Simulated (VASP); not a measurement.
Wanted: the native input for a VASP 6.6.1 run.

```yaml
Task: relaxation of the atoms
Functional: PBE
Potentials_or_basis: VASP PAW PBE potentials, release 64 (Si, N)
Cutoff: 520 eV
k_mesh: 4 × 4 × 10
Occupations: fermi-dirac, width 0.02 eV
Spin: no spin polarisation
Dipole_correction: no
Further_INCAR_settings: ALGO = Normal; EDIFF = 1e-06; IBRION = 2; EDIFFG = -0.02; NSW = 80
```

The structure of Si3N4 lies in POSCAR:

```
Si3N4
1.0
    7.6018000000      0.0000000000      0.0000000000
   -3.8009000000      6.5833519145      0.0000000000
    0.0000000000      0.0000000000      2.9066000000
Si N
6 8
Direct
    0.1773000000      0.7677000000      0.2500000000
    0.4096000000      0.1773000000      0.7500000000
    0.2323000000      0.4096000000      0.2500000000
    0.8227000000      0.2323000000      0.7500000000
    0.5904000000      0.8227000000      0.2500000000
    0.7677000000      0.5904000000      0.7500000000
    0.3333333333      0.6666666667      0.2500000000
    0.6666666667      0.3333333333      0.7500000000
    0.3337000000      0.0323000000      0.2500000000
    0.3014000000      0.3337000000      0.7500000000
    0.9677000000      0.3014000000      0.2500000000
    0.6663000000      0.9677000000      0.7500000000
    0.6986000000      0.6663000000      0.2500000000
    0.0323000000      0.6986000000      0.7500000000
```

One way to write it, as run:

INCAR

```
SYSTEM = Si3N4
ALGO     = Normal         ! electronic algorithm
EDIFF    = 1E-6           ! SCF threshold, eV
EDIFFG   = -0.02          ! ionic threshold
ENCUT    = 520            ! plane-wave cutoff, eV
GGA      = PE             ! functional
IBRION   = 2              ! ionic algorithm
ISIF     = 2              ! what is computed and relaxed
ISMEAR   = -1             ! smearing method
KPAR     = 2            
LASPH    = .True.         ! aspherical terms in the spheres
LCHARG   = .False.        ! write CHGCAR
LREAL    = .False.        ! projectors in reciprocal space
LWAVE    = .False.        ! write WAVECAR
NELM     = 60             ! most SCF steps
NSW      = 80             ! ionic steps
PREC     = Accurate       ! precision mode
SIGMA    = 0.02           ! smearing width, eV
```

KPOINTS

```
k-points
0
Gamma
  4 4 10
  0 0 0
```

Potentials or basis: VASP PAW PBE potentials, release 64 (Si, N).

Run with:

```sh
$ cat potpaw_PBE.64/Si/POTCAR potpaw_PBE.64/N/POTCAR > POTCAR
$ mpirun -np 2 vasp_std > vasp.out
```

It gave:

```
Energy gained by relaxing    : 5.9 meV/atom
Ionic steps                  : 12
Pressure after relaxing      : 5.3 GPa
Largest force after relaxing : 0.016 eV/Å
Band gap on the k mesh       : 4.32 eV (least direct gap 4.52 eV)
```

Wall time 8.3 min on 2 MPI ranks on AMD EPYC 7R13 Processor (Zen 3), on a shared host, peak memory 0.31 GiB a rank.
